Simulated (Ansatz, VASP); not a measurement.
# One calculation of HgTe, two programs

```
CELL_PARAMETERS angstrom
0.00000 3.25574 3.22350
3.25574 0.00000 3.22350
3.25574 3.25574 0.00000
ATOMIC_POSITIONS crystal
Hg 0.00000 0.00000 0.00000
Te 0.75000 0.75000 0.75000
```

Change from the starting cell: equal xx and yy strain of +1 %.

Alike in both runs: task single point; functional PBEsol; k mesh 9 × 9 × 9; occupations fermi-dirac, width 0.05 eV; no spin polarisation.

|  | VASP | Ansatz |
| --- | --- | --- |
| version | VASP 6.6.1 | Ansatz 0.2.0 |
| potentials or method | VASP PAW PBE potentials, release 64 (Hg, Te), cutoff 520 eV | all-electron LAPW, scalar-relativistic |

```csv
,VASP,Ansatz,Ansatz less VASP
pressure (GPa),0.5,0.4,-0.10
"traceless stress, the component that is largest in VASP (GPa)",0.10,0.10,0.000
```

VASP's potentials were made for PBE, not for PBEsol. Ansatz ran all-electron here, and VASP with PAW potentials.

Spin-orbit coupling is off throughout.
